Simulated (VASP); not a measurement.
# Ga2Te3O: relaxation of cell and atoms with PBE

Crystal: Ga2Te3O.

```
Ga Te O
1.0
     5.93805    0.00000    0.00000
    -2.96902    5.14250    0.00000
     0.00000    0.00000    5.84031
Ga Te O
2 3 1
Direct
  0.66667 0.33333 0.49165
  0.33333 0.66667 0.49165
  0.00000 0.50000 0.04391
  0.50000 0.00000 0.04391
  0.50000 0.50000 0.04391
  0.00000 0.00000 0.05498
```

The cell was built from a structure type or drawn by symmetry, and may not be a known phase.

```json
{"Program": "VASP 6.6.1", "Task": "relaxation of cell and atoms", "Functional": "PBE", "Potentials or basis": "VASP PAW PBE potentials, release 64 (Ga_d, Te, O)", "Cutoff": "600 eV", "k mesh": "6 × 6 × 6", "Occupations": "gaussian, width 0.1 eV", "Spin": "no spin polarisation", "Dipole correction": "no", "Further INCAR settings": "ALGO = Normal; EDIFF = 1e-06; IBRION = 2; EDIFFG = -0.01; NSW = 100; ISIF = 3"}
```

```
Relaxed volume                        : 30.73 Å³/atom
Relaxed cell                          : a = 6.015 Å, b = 6.015 Å, c = 5.884 Å, α = 90.00°, β = 90.00°, γ = 120.00°
Space group after relaxing (to 0.1 Å) : P6mm (No. 183)
Energy gained by relaxing             : 4.4 meV/atom
Ionic steps                           : 29
Pressure after relaxing               : 0.0 GPa
Largest force after relaxing          : 0.008 eV/Å
Band gap on the k mesh                : zero (bands 25 and 26 overlap by 0.57 eV)
```

Forces on the atoms (eV/Å):
```
Ga   0.000  0.000 -0.008
Ga   0.000  0.000 -0.008
Te   0.000  0.000  0.004
Te   0.000  0.000  0.004
Te   0.000  0.000  0.004
O    0.000  0.000  0.004
```

Step by step:
| step | energy change (eV) | largest force (eV/Å) | pressure (GPa) | volume (Å³) |
| --- | --- | --- | --- | --- |
| 1 | 0.0000 | 0.0847 | 0.80 | 178.34 |
| 2 | -0.0222 | 0.0686 | -0.08 | 182.20 |
| 3 | -0.0222 | 0.0673 | -0.16 | 182.49 |
| 4 | -0.0222 | 0.0679 | -0.13 | 182.41 |
| 5 | -0.0234 | 0.0408 | -0.03 | 181.86 |
| 6 | -0.0235 | 0.0187 | 0.06 | 181.42 |
| 7 | -0.0236 | 0.0241 | 0.01 | 181.51 |
| 8 | -0.0235 | 0.0213 | 0.07 | 181.48 |
| 9 | -0.0237 | 0.0186 | 0.03 | 181.71 |
| 10 | -0.0239 | 0.0130 | -0.02 | 182.20 |
| 11 | -0.0242 | 0.0133 | 0.00 | 182.27 |
| 12 | -0.0247 | 0.0153 | 0.00 | 182.49 |
| 13 | -0.0252 | 0.0197 | 0.04 | 182.91 |
| 14 | -0.0252 | 0.0202 | 0.07 | 183.04 |
| 15 | -0.0254 | 0.0213 | 0.02 | 183.38 |
| 16 | -0.0255 | 0.0226 | -0.01 | 183.79 |
| 17 | -0.0255 | 0.0251 | -0.08 | 184.61 |
| 18 | -0.0257 | 0.0262 | -0.04 | 184.75 |
| 19 | -0.0257 | 0.0271 | -0.03 | 184.84 |
| 20 | -0.0258 | 0.0257 | 0.03 | 184.66 |
| 21 | -0.0258 | 0.0256 | 0.01 | 184.64 |
| 22 | -0.0258 | 0.0253 | 0.02 | 184.61 |
| 23 | -0.0259 | 0.0245 | 0.05 | 184.53 |
| 24 | -0.0259 | 0.0231 | 0.02 | 184.53 |
| 25 | -0.0260 | 0.0196 | 0.01 | 184.50 |
| 26 | -0.0261 | 0.0122 | -0.01 | 184.46 |
| 27 | -0.0260 | 0.0209 | -0.04 | 184.36 |
| 28 | -0.0261 | 0.0130 | 0.00 | 184.42 |
| 29 | -0.0262 | 0.0082 | -0.01 | 184.38 |

Final structure:
```yaml
crystal:
  lattice:
    - [6.01514, 0.00000, 0.00000]
    - [-3.00757, 5.20927, 0.00000]
    - [0.00000, 0.00000, 5.88439]
  atoms:
    - { symbol: Ga, position: [0.66667, 0.33333, 0.48194] }
    - { symbol: Ga, position: [0.33333, 0.66667, 0.48194] }
    - { symbol: Te, position: [0.00000, 0.50000, 0.04813] }
    - { symbol: Te, position: [0.50000, 0.00000, 0.04813] }
    - { symbol: Te, position: [0.50000, 0.50000, 0.04813] }
    - { symbol: O, position: [0.00000, 0.00000, 0.06173] }
```

Levels at points of the mesh, in eV from the Fermi level:
```
           k point  band 22  band 23  band 24  band 25  band 26  band 27  band 28  band 29
(0.00, 0.00, 0.00)    -1.11    -0.33     0.09     0.09     1.36     1.36     1.37     3.04
(0.50, 0.00, 0.00)    -1.26    -1.24    -1.01    -0.93    -0.44     0.79     1.24     1.57
(0.00, 0.00, 0.50)    -1.26    -0.20     0.13     0.13     1.87     2.62     2.62     3.06
(0.50, 0.00, 0.50)    -1.19    -0.95    -0.91    -0.59    -0.04     1.06     1.70     2.51
```

It took 23 min on 1 thread of Intel(R) Xeon(R) 6975P-C (Granite Rapids), with other jobs on the host, peak memory 0.47 GiB.

Caveat: spin-orbit coupling is left out, which moves the levels of the heavy elements.
